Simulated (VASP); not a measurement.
# Cu (Pm-3m) in VASP: further runs

Cu is run at these levels: r2SCAN; tasks: single point, relaxation of cell and atoms.

All numbers are computed with VASP 6.6.1; they aren't measurements. Logs are shortened: lines on timing, memory, paths and dates and some standing lists are left out, and cuts for length are marked.

## Step 1: The cell of the first run

Symmetry: Pm-3m, No. 221, cubic system. Conventional cell: a = 2.431 Å, b = 2.431 Å, c = 2.431 Å, α = 90.00°, β = 90.00°, γ = 90.00°. Within 3.2 Å of Cu (site symmetry m-3m) lie 6 Cu at 2.43 Å.

## Step 2: Single point, r2SCAN (volume scaled by 1.08)

The input, POSCAR:

```
Cu
1.0
    2.4306477870      0.0000000000      0.0000000000
    0.0000000000      2.4306477870      0.0000000000
    0.0000000000      0.0000000000      2.4306477870
Cu
1
Direct
    0.0000000000      0.0000000000      0.0000000000
```

The input, INCAR.step1:

```
  ALGO = Normal
  EDIFF = 1E-4
  ENCUT = 520
  GGA = PE
  ISMEAR = -1
  LASPH = T
  LCHARG = F
  LREAL = F
  LWAVE = T
  NBANDS = 12
  NELM = 80
  PREC = Accurate
  SIGMA = 0.1
```

The input, INCAR.step2:

```
  ALGO = Normal
  EDIFF = 1E-6
  ENCUT = 520
  ISIF = 2
  ISMEAR = -1
  ISTART = 1
  LASPH = T
  LCHARG = F
  LMIXTAU = T
  LREAL = F
  LWAVE = F
  METAGGA = R2SCAN
  NBANDS = 12
  NELM = 80
  PREC = Accurate
  SIGMA = 0.1
```

The input, KPOINTS:

```
k-points
0
Gamma
  15 15 15
```

Potentials or basis: VASP PAW PBE potentials, release 64 (Cu).

Command:

```console
$ cat potpaw_PBE.64/Cu/POTCAR > POTCAR
$ cp INCAR.step1 INCAR
$ mpirun -np 1 vasp_std > vasp.out
$ cp INCAR.step2 INCAR
$ mpirun -np 1 vasp_std > vasp.out
```

OUTCAR:

```text
EDIFF = 1E-6
   ENCUT = 520
   ISIF = 2
   ISMEAR = -1
   ISTART = 1
   LASPH = T
   LREAL = F
   METAGGA = R2SCAN
   NELM = 80
   PREC = Accurate

 ion  position               nearest neighbor table
   1  0.000  0.000  0.000-

  LATTYP: Found a simple cubic cell.
 ALAT       =     2.4306477870

  Lattice vectors:

 A1 = (   2.4306477870,   0.0000000000,   0.0000000000)
 A2 = (   0.0000000000,   2.4306477870,   0.0000000000)
 A3 = (   0.0000000000,   0.0000000000,   2.4306477870)

Analysis of symmetry for initial positions (statically):
=====================================================================
 Subroutine PRICEL returns:
 Original cell was already a primitive cell.

 Routine SETGRP: Setting up the symmetry group for a
 simple cubic supercell.

 Subroutine GETGRP returns: Found 48 space group operations
 (whereof 48 operations were pure point group operations)
 out of a pool of 48 trial point group operations.

The static configuration has the point symmetry O_h .

Analysis of symmetry for dynamics (positions and initial velocities):
=====================================================================
 Subroutine PRICEL returns:
 Original cell was already a primitive cell.

 Routine SETGRP: Setting up the symmetry group for a
 simple cubic supercell.

 Subroutine GETGRP returns: Found 48 space group operations
 (whereof 48 operations were pure point group operations)
 out of a pool of 48 trial point group operations.

The dynamic configuration has the point symmetry O_h .

 Subroutine INISYM returns: Found 48 space group operations
 (whereof 48 operations are pure point group operations),
 and found     1 'primitive' translations

----------------------------------------------------------------------------------------

                                     Primitive cell

  volume of cell :      14.3604

  direct lattice vectors                    reciprocal lattice vectors
     2.430647787  0.000000000  0.000000000     0.411412960  0.000000000  0.000000000
     0.000000000  2.430647787  0.000000000     0.000000000  0.411412960  0.000000000
     0.000000000  0.000000000  2.430647787     0.000000000  0.000000000  0.411412960

  length of vectors
     2.430647787  2.430647787  2.430647787     0.411412960  0.411412960  0.411412960

  position of ions in fractional coordinates (direct lattice)
     0.000000000  0.000000000  0.000000000

  ion indices of the primitive-cell ions
   primitive index   ion index
                 1           1

----------------------------------------------------------------------------------------

 KPOINTS: k-points

Automatic generation of k-mesh.
 Grid dimensions read from file:
 generate k-points for:   15   15   15

 Generating k-lattice:

  Cartesian coordinates                     Fractional coordinates (reciprocal lattice)
     0.027427531  0.000000000  0.000000000     0.066666667  0.000000000  0.000000000
     0.000000000  0.027427531  0.000000000     0.000000000  0.066666667  0.000000000
     0.000000000  0.000000000  0.027427531     0.000000000  0.000000000  0.066666667

  Length of vectors
     0.027427531  0.027427531  0.027427531

  Shift w.r.t. Gamma in fractional coordinates (k-lattice)
     0.000000000  0.000000000  0.000000000

 Subroutine IBZKPT returns following result:
 ===========================================

 Found    120 irreducible k-points:

 Following reciprocal coordinates:
            Coordinates               Weight
  0.000000  0.000000  0.000000      1.000000
  0.066667  0.000000  0.000000      6.000000
  0.133333  0.000000  0.000000      6.000000
  0.200000  0.000000  0.000000      6.000000
  0.266667  0.000000  0.000000      6.000000
  0.333333  0.000000  0.000000      6.000000
[... 16 lines left out ...]
  0.266667  0.200000  0.000000     24.000000
  0.333333  0.200000  0.000000     24.000000
 [... further k-points ...]
   k-points           NKPTS =    120   k-points in BZ     NKDIM =    120   number of bands    NBANDS=     12
   number of dos      NEDOS =    301   number of ions     NIONS =      1
   total plane-waves  NPLWV =   5832
   dimension x,y,z NGX =    18 NGY =   18 NGZ =   18
   dimension x,y,z NGXF=    36 NGYF=   36 NGZF=   36
   ions per type =               1
   NGX,Y,Z   is equivalent  to a cutoff of  12.31, 12.31, 12.31 a.u.
   NGXF,Y,Z  is equivalent  to a cutoff of  24.62, 24.62, 24.62 a.u.
 SYSTEM =  unknown system
   PREC   = accura    normal or accurate (medium, high low for compatibility)
   ISTART =      1    job   : 0-new  1-cont  2-samecut
   ICHARG =      0    charge: 1-file 2-atom 10-const
   ISPIN  =      1    spin polarized calculation?
   LNONCOLLINEAR =      F non collinear calculations
   LSORBIT =      F    spin-orbit coupling
   LASPH  =      T    aspherical Exc in radial PAW
   ENCUT  =  520.0 eV  38.22 Ry    6.18 a.u.   4.52  4.52  4.52*2*pi/ulx,y,z
   NELM   =     80;   NELMIN=  2; NELMDL=  0     # of ELM steps
[... 63 lines left out ...]
      7      23.1163      0.00000
      8      23.1163      0.00000
      9      23.1163      0.00000
     10      26.3836      0.00000
     11      26.3836      0.00000
     12      30.5314      0.00000

 k-point     2 :       0.0667    0.0000    0.0000
  band No.  band energies     occupation
      1      -2.7566      2.00000
      2       1.3414      2.00000
      3       1.3725      2.00000
      4       3.6813      2.00000
      5       3.6813      2.00000
      6       3.7181      2.00000
      7      21.3344      0.00000
      8      23.2733      0.00000
      9      23.2733      0.00000
     10      26.4414      0.00000
     11      27.6775      0.00000
     12      31.2563      0.00000

 k-point     3 :       0.1333    0.0000    0.0000
  band No.  band energies     occupation
      1      -2.3944      2.00000
      2       1.3789      2.00000
      3       1.5024      2.00000
      4       3.5862      2.00000
      5       3.5862      2.00000
      6       3.7259      2.00000
      7      18.5695      0.00000
      8      23.7369      0.00000
      9      23.7369      0.00000
     10      26.6161      0.00000
     11      28.7100      0.00000
     12      33.6918      0.00000

 k-point     4 :       0.2000    0.0000    0.0000
  band No.  band energies     occupation
      1      -1.8123      2.00000
      2       1.4344      2.00000
      3       1.7134      2.00000
      4       3.4494      2.00000
      5       3.4494      2.00000
      6       3.7374      2.00000
      7      15.8242      0.00000
      8      24.4859      0.00000
      9      24.4859      0.00000
     10      26.9113      0.00000
     11      29.1957      0.00000
     12      37.0864      0.00000

 k-point     5 :       0.2667    0.0000    0.0000
  band No.  band energies     occupation
      1      -1.0549      2.00000
      2       1.4988      2.00000
      3       2.0083      2.00000
      4       3.2965      2.00000
      5       3.2965      2.00000
      6       3.7506      2.00000
      7      13.2405      0.00000
      8      25.4892      0.00000
      9      25.4892      0.00000
     10      27.3301      0.00000
     11      29.5783      0.00000
     12      36.7643      0.00000
[... 228 lines left out ...]
      1       1.1953      2.00000
      2       1.8310      2.00000
      3       2.2816      2.00000
      4       3.0110      2.00000
      5       3.6649      2.00000
      6       4.7912      1.92265
      7       7.5332      0.00000
      8      24.3545      0.00000
      9      25.9747      0.00000
     10      29.9556      0.00000
     11      30.1803      0.00000
     12      33.2295      0.00000

 k-point    22 :       0.2000    0.2000    0.0000
  band No.  band energies     occupation
      1      -0.7995      2.00000
      2       1.6623      2.00000
      3       1.9885      2.00000
      4       3.2147      2.00000
      5       3.4546      2.00000
      6       3.5100      2.00000
      7      16.1228      0.00000
      8      17.7889      0.00000
      9      25.8335      0.00000
     10      28.5878      0.00000
     11      31.9497      0.00000
     12      36.2871      0.00000

 k-point    23 :       0.2667    0.2000    0.0000
  band No.  band energies     occupation
      1      -0.1179      2.00000
      2       1.7445      2.00000
      3       2.2277      2.00000
      4       3.1837      2.00000
      5       3.3305      2.00000
      6       3.5067      2.00000
      7      14.0746      0.00000
      8      18.0648      0.00000
      9      26.8260      0.00000
     10      28.9792      0.00000
     11      29.6612      0.00000
     12      37.5556      0.00000

 k-point    24 :       0.3333    0.2000    0.0000
  band No.  band energies     occupation
      1       0.5743      2.00000
      2       1.8082      2.00000
      3       2.3621      2.00000
      4       3.1963      2.00000
      5       3.4990      2.00000
      6       3.5227      2.00000
      7      11.7437      0.00000
      8      19.0326      0.00000
      9      27.2821      0.00000
     10      28.0386      0.00000
     11      29.6851      0.00000
     12      36.8557      0.00000

 [... further k-points ...]

------------------------ aborting loop because EDIFF is reached ----------------------------------------

  FORCE on cell =-STRESS in cart. coord.  units (eV):
  Direction    XX          YY          ZZ          XY          YZ          ZX
  --------------------------------------------------------------------------------------
  -------------------------------------------------------------------------------------
  Total       -0.6435867     -0.6435867     -0.6435867     -0.0000000     -0.0000000      0.0000000
  in kB      -71.8044847    -71.8044847    -71.8044847     -0.0000000     -0.0000000      0.0000000
  external PRESSURE =     -71.8044847 kB  Pullay stress =       0.0000000 kB

 VOLUME and BASIS-vectors are now :
 -----------------------------------------------------------------------------
  energy-cutoff  :      520.00
  volume of cell :       14.36
      direct lattice vectors                 reciprocal lattice vectors
     2.430647787  0.000000000  0.000000000     0.411412960  0.000000000  0.000000000
     0.000000000  2.430647787  0.000000000     0.000000000  0.411412960  0.000000000
     0.000000000  0.000000000  2.430647787     0.000000000  0.000000000  0.411412960

 POSITION                                       TOTAL-FORCE (eV/Angst)
 -----------------------------------------------------------------------------------
      0.00000      0.00000      0.00000         0.000000      0.000000      0.000000
 -----------------------------------------------------------------------------------
    total drift:                               -0.000000      0.000000     -0.000000

  FREE ENERGIE OF THE ION-ELECTRON SYSTEM (eV)
  ---------------------------------------------------
  free  energy   TOTEN  =       -10.3088896309 eV

  energy  without entropy=      -10.3009193983  energy(sigma->0) =      -10.30490451
```

Run time: 42 s. Hardware: 1 thread of Intel Xeon 6975P-C, shared host; peak memory 0.13 GiB.

Results:

```
Free energy : -10.3089 eV
Pressure    : -7.2 GPa
```

Caveat: the cell differs from its parent crystal (volume scaled by 1.08); the PAW data sets were made with another functional, which shifts forces and pressure a little.

## Step 3: Single point, r2SCAN (volume scaled by 1.12)

The input, POSCAR:

```
Cu
1.0
    2.4602927548      0.0000000000      0.0000000000
    0.0000000000      2.4602927548      0.0000000000
    0.0000000000      0.0000000000      2.4602927548
Cu
1
Direct
    0.0000000000      0.0000000000      0.0000000000
```

The input, INCAR.step1:

```
SYSTEM = Cu
  PREC = Accurate
  ENCUT = 520
  ISMEAR = -1
  SIGMA = 0.1
  LREAL = .False.
  LASPH = .True.
  NELM = 80
  NBANDS = 12
  GGA = PE
  ALGO = Normal
  EDIFF = 1E-4
  LWAVE = .True.
  LCHARG = .False.
```

The input, INCAR.step2:

```
SYSTEM = Cu
  PREC = Accurate
  ENCUT = 520
  EDIFF = 1E-6
  ISMEAR = -1
  SIGMA = 0.1
  LREAL = .False.
  LASPH = .True.
  NELM = 80
  ALGO = Normal
  ISIF = 2
  LWAVE = .False.
  LCHARG = .True.
  METAGGA = R2SCAN
  LMIXTAU = .True.
  LELF = .True.
  LVHAR = .True.
  NBANDS = 12
  ISTART = 1
```

The input, KPOINTS:

```
Automatic mesh
0
Gamma
  15 15 15
  0 0 0
```

Potentials or basis: VASP PAW PBE potentials, release 64 (Cu).

Command:

```console
$ cat potpaw_PBE.64/Cu/POTCAR > POTCAR
$ cp INCAR.step1 INCAR
$ mpirun -np 1 vasp_std > vasp.out
$ cp INCAR.step2 INCAR
$ mpirun -np 1 vasp_std > vasp.out
```

It took 43 s on 1 thread of Intel Xeon 6975P-C, shared host; peak memory 0.13 GiB.

It converged, with:

| Quantity | Value |
| --- | --- |
| Free energy | -10.2807 eV |
| Pressure | -9.8 GPa |

Levels at points of the mesh, in eV from the Fermi level:
| k point | band 3 | band 4 | band 5 | band 6 | band 7 | band 8 | band 9 | band 10 |
| --- | --- | --- | --- | --- | --- | --- | --- | --- |
| (0.00, 0.00, 0.00) | -3.65 | -1.39 | -1.39 | -1.39 | 17.59 | 17.59 | 17.59 | 20.81 |

Caveat: the cell differs from its parent crystal (volume scaled by 1.12); the PAW data sets were made with another functional, which shifts forces and pressure a little.

## Step 4: Single point, r2SCAN

This run uses another cell than the first one, of 13.30 Å³/atom, 0.926 times its volume.

The input, POSCAR:

```
Cu
1.0
    2.3690857482      0.0000000000      0.0000000000
    0.0000000000      2.3690857482      0.0000000000
    0.0000000000      0.0000000000      2.3690857482
Cu
1
Direct
    0.0000000000      0.0000000000      0.0000000000
```

The input, INCAR.step1:

```
ALGO     = Normal         # electronic algorithm
EDIFF    = 1E-4           # SCF threshold, eV
ENCUT    = 520            # plane-wave cutoff, eV
GGA      = PE             # functional
ISMEAR   = -1             # smearing method
LASPH    = T              # aspherical terms in the spheres
LCHARG   = F              # write CHGCAR
LREAL    = F              # projectors in reciprocal space
LWAVE    = T              # write WAVECAR
NBANDS   = 12             # bands
NELM     = 80             # most SCF steps
PREC     = Accurate       # precision mode
SIGMA    = 0.1            # smearing width, eV
```

The input, INCAR.step2:

```
ALGO     = Normal         # electronic algorithm
EDIFF    = 1E-6           # SCF threshold, eV
ENCUT    = 520            # plane-wave cutoff, eV
ISIF     = 2              # what is computed and relaxed
ISMEAR   = -1             # smearing method
ISTART   = 1            
LASPH    = T              # aspherical terms in the spheres
LCHARG   = F              # write CHGCAR
LMIXTAU  = T            
LREAL    = F              # projectors in reciprocal space
LWAVE    = F              # write WAVECAR
METAGGA  = R2SCAN         # meta-GGA
NBANDS   = 12             # bands
NELM     = 80             # most SCF steps
PREC     = Accurate       # precision mode
SIGMA    = 0.1            # smearing width, eV
```

The input, KPOINTS:

```
k-points
0
Gamma
  22 22 22
```

Command:

```console
$ cat potpaw_PBE.64/Cu/POTCAR > POTCAR
$ cp INCAR.step1 INCAR
$ mpirun -np 1 vasp_std > vasp.out
$ cp INCAR.step2 INCAR
$ mpirun -np 1 vasp_std > vasp.out
```

Run time: 90 s. Hardware: 1 thread of Intel Xeon 6975P-C, shared host; peak memory 0.17 GiB.

Results (log left out):

```yaml
Free_energy: -10.3314 eV
Pressure: 1.3 GPa
```

Levels at points of the mesh, in eV from the Fermi level:
```tsv
k point	band 2	band 3	band 4	band 5	band 6	band 7	band 8	band 9
(0.00, 0.00, 0.00)	-4.13	-4.13	-1.44	-1.44	-1.44	18.87	18.87	18.87
(0.50, 0.00, 0.00)	-3.77	-2.28	-2.28	-1.44	-1.37	2.26	24.70	25.79
(0.50, 0.50, 0.00)	-3.50	-2.11	-2.11	-0.81	4.58	4.58	9.60	10.59
(0.50, 0.50, 0.50)	-3.80	-3.80	-0.77	-0.77	10.82	10.82	10.82	14.28
```

Caveat: the PAW data sets were made with another functional, which shifts forces and pressure a little.

## Step 5: Relaxation of cell and atoms, r2SCAN

This run uses another cell than the first one, of 12.75 Å³/atom, 0.888 times its volume.

The input, POSCAR:

```
Cu
1.0
    2.3364585681      0.0000000000      0.0000000000
    0.0000000000      2.3364585681      0.0000000000
    0.0000000000      0.0000000000      2.3364585681
Cu
1
Direct
    0.0000000000      0.0000000000      0.0000000000
```

The input, INCAR.step1:

```
PREC     = Accurate       # precision mode
ENCUT    = 600            # plane-wave cutoff, eV
ISMEAR   = -1             # smearing method
SIGMA    = 0.1            # smearing width, eV
LREAL    = False          # projectors in reciprocal space
LASPH    = True           # aspherical terms in the spheres
NELM     = 60             # most SCF steps
GGA      = PE             # functional
ALGO     = Normal         # electronic algorithm
EDIFF    = 1E-4           # SCF threshold, eV
LWAVE    = True           # write WAVECAR
LCHARG   = False          # write CHGCAR
```

The input, INCAR.step2:

```
PREC     = Accurate       # precision mode
ENCUT    = 600            # plane-wave cutoff, eV
EDIFF    = 1E-6           # SCF threshold, eV
ISMEAR   = -1             # smearing method
SIGMA    = 0.1            # smearing width, eV
LREAL    = False          # projectors in reciprocal space
LASPH    = True           # aspherical terms in the spheres
NELM     = 60             # most SCF steps
ALGO     = Normal         # electronic algorithm
ISIF     = 3              # what is computed and relaxed
LWAVE    = False          # write WAVECAR
LCHARG   = False          # write CHGCAR
METAGGA  = R2SCAN         # meta-GGA
LMIXTAU  = True         
IBRION   = 2              # ionic algorithm
NSW      = 80             # ionic steps
EDIFFG   = -0.01          # ionic threshold
ISTART   = 1
```

The input, KPOINTS:

```
regular mesh
0
Gamma
  13 13 13
```

Command:

```console
$ cat potpaw_PBE.64/Cu/POTCAR > POTCAR
$ cp INCAR.step1 INCAR
$ mpirun -np 1 vasp_std > vasp.out
$ cp INCAR.step2 INCAR
$ mpirun -np 1 vasp_std > vasp.out
```

It took 2.7 min on 1 thread of Intel Xeon 6975P-C, shared host; peak memory 0.14 GiB.

It converged, with:

```
Free energy                            : -10.3294 eV
Relaxed volume                         : 13.35 Å³/atom
Relaxed cell                           : a = 2.372 Å, b = 2.372 Å, c = 2.372 Å, α = 90.00°, β = 90.00°, γ = 90.00°
Space group after relaxing (to 0.05 Å) : Pm-3m (No. 221)
Energy gained by relaxing              : 11.0 meV/atom
Ionic steps                            : 9
Pressure after relaxing                : 0.1 GPa
```

Step by step:
| step | energy change (eV) | largest force (eV/Å) | pressure (GPa) | volume (Å³) |
| --- | --- | --- | --- | --- |
| 1 | 0.0000 | 0.0000 | 6.85 | 12.75 |
| 2 | -0.0066 | 0.0000 | -3.49 | 13.79 |
| 3 | -0.0110 | 0.0000 | -0.39 | 13.35 |
| 4 | -0.0109 | 0.0000 | 0.28 | 13.31 |
| 5 | -0.0110 | 0.0000 | 0.46 | 13.33 |
| 6 | -0.0110 | 0.0000 | 0.37 | 13.33 |
| 7 | -0.0110 | 0.0000 | 0.31 | 13.35 |
| 8 | -0.0110 | 0.0000 | 0.19 | 13.35 |
| 9 | -0.0110 | 0.0000 | 0.06 | 13.35 |

Final structure:
```
CELL_PARAMETERS angstrom
2.37210 0.00000 0.00000
0.00000 2.37210 0.00000
0.00000 0.00000 2.37210
ATOMIC_POSITIONS crystal
Cu 0.00000 0.00000 0.00000
```

Levels at points of the mesh, in eV from the Fermi level:
```
           k point  band 2  band 3  band 4  band 5  band 6  band 7  band 8  band 9
(0.00, 0.00, 0.00)   -4.10   -4.10   -1.43   -1.43   -1.43   18.84   18.84   18.84
```

Caveat: the PAW data sets were made with another functional, which shifts forces and pressure a little.

## Step 6: The runs side by side

```csv
task,cell,k mesh,cutoff (eV),gap on the mesh (eV),pressure (GPa)
single point,"a = 2.431 Å, 1 atom",15 × 15 × 15,520,none,-7.2
single point,"a = 2.460 Å, 1 atom",15 × 15 × 15,520,none,-9.8
single point,"a = 2.369 Å, 1 atom",22 × 22 × 22,520,none,1.3
relaxation of cell and atoms,"relaxed from a = 2.336 Å, 1 atom",13 × 13 × 13,600,none,0.1
```

Alike in all rows: level r2SCAN; potentials or basis VASP PAW PBE potentials, release 64 (Cu); no spin polarisation; smearing fermi-dirac 0.1 eV.

Caveats: the PAW data sets were made with another functional, which shifts forces and pressure a little.

Total energies depend on the potentials used, so only differences within one code and one set of settings carry meaning.
